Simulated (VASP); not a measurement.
# MnSi (WC type): relaxation of cell and atoms with LDA

The system is MnSi (WC type).

```
Mn Si
1.0
     2.69462    0.00000    0.00000
    -1.34731    2.33361    0.00000
     0.00000    0.00000    2.64073
Mn Si
1 1
Direct
  0.00000 0.00000 0.00000
  0.33333 0.66667 0.50000
```

```json
{"Program": "VASP 6.6.1", "Task": "relaxation of cell and atoms", "Functional": "LDA", "Potentials or basis": "VASP PAW LDA potentials, release 64 (Mn_pv, Si)", "Cutoff": "600 eV", "k mesh": "16 × 16 × 14", "Occupations": "fermi-dirac, width 0.1 eV", "Spin": "collinear spin, ferromagnetic start", "Starting moments": "[3.0, 0.0] μB", "Target pressure": "150 GPa", "Dipole correction": "no", "Further INCAR settings": "ALGO = Normal; EDIFF = 1e-06; IBRION = 2; EDIFFG = -0.005; NSW = 60; ISIF = 3"}
```

```json
{
  "Relaxed volume": "7.95 Å³/atom",
  "Relaxed cell": "a = 2.361 Å, b = 2.361 Å, c = 3.292 Å, α = 90.00°, β = 90.00°, γ = 120.00°",
  "Space group after relaxing (to 0.05 Å)": "P-6m2 (No. 187)",
  "Energy change on relaxing (the enthalpy is what falls)": "-153.8 meV/atom",
  "Ionic steps": "13",
  "Pressure after relaxing": "149.9 GPa",
  "Net moment": "0.00 μB per cell",
  "Valence electrons inside the program's atomic spheres": "Mn 13.04; Si 2.00"
}
```

Stress tensor (GPa, compression positive):
```
149.90   0.00   0.00
  0.00 149.90   0.00
  0.00   0.00 149.99
```

The path:
```csv
step,energy change (eV),largest force (eV/Å),pressure (GPa),volume (Å³)
1,0.0000,0.0000,146.15,16.61
2,0.0771,0.0000,161.20,15.99
3,4.2748,0.0000,335.22,13.36
4,0.2306,0.0000,176.22,15.56
5,1.2922,0.0000,228.31,14.56
6,0.5866,0.0000,197.61,15.09
7,-0.2623,0.0000,148.43,15.88
8,-0.0731,0.0000,160.62,15.67
9,-0.1929,0.0000,155.40,15.78
10,-0.2770,0.0000,151.61,15.87
11,-0.2807,0.0000,151.45,15.87
12,-0.3057,0.0000,150.02,15.90
13,-0.3075,0.0000,149.93,15.90
```

Final structure:
```cif
data_structure
_symmetry_space_group_name_H-M 'P 1'
_symmetry_Int_Tables_number 1
_cell_length_a 2.3614
_cell_length_b 2.3614
_cell_length_c 3.2923
_cell_angle_alpha 90.000
_cell_angle_beta 90.000
_cell_angle_gamma 120.000
_cell_volume 15.90
loop_
_atom_site_label
_atom_site_type_symbol
_atom_site_fract_x
_atom_site_fract_y
_atom_site_fract_z
_atom_site_occupancy
Mn1 Mn 0.00000 0.00000 0.00000 1
Si1 Si 0.33333 0.66667 0.50000 1
```

Levels at points of the mesh, in eV from the Fermi level:
Spin up:
| k point | band 6 | band 7 | band 8 | band 9 | band 10 | band 11 |
| --- | --- | --- | --- | --- | --- | --- |
| (0.00, 0.00, 0.00) | -3.10 | -1.68 | -1.68 | 0.44 | 0.44 | 6.46 |
| (0.50, 0.00, 0.00) | -5.56 | -4.90 | -0.65 | 2.13 | 3.81 | 5.17 |
| (0.00, 0.00, 0.50) | -2.65 | -1.62 | -1.62 | 0.01 | 0.01 | 10.49 |
| (0.50, 0.00, 0.50) | -5.87 | -1.49 | -1.37 | -1.19 | 2.14 | 3.16 |
Spin down:
| k point | band 6 | band 7 | band 8 | band 9 | band 10 | band 11 |
| --- | --- | --- | --- | --- | --- | --- |
| (0.00, 0.00, 0.00) | -3.10 | -1.68 | -1.68 | 0.44 | 0.44 | 6.46 |
| (0.50, 0.00, 0.00) | -5.56 | -4.90 | -0.65 | 2.13 | 3.81 | 5.17 |
| (0.00, 0.00, 0.50) | -2.65 | -1.62 | -1.62 | 0.01 | 0.01 | 10.49 |
| (0.50, 0.00, 0.50) | -5.87 | -1.49 | -1.37 | -1.19 | 2.14 | 3.16 |

Run time: 8.6 min on 1 thread of AMD EPYC 9R45 96-Core Processor (Zen 5), with other jobs on the host, peak memory 0.22 GiB.

Caveat: the starting moments collapsed, and a magnetic state may lie lower; the cell is relaxed towards a set pressure, so the enthalpy falls and the energy may rise.
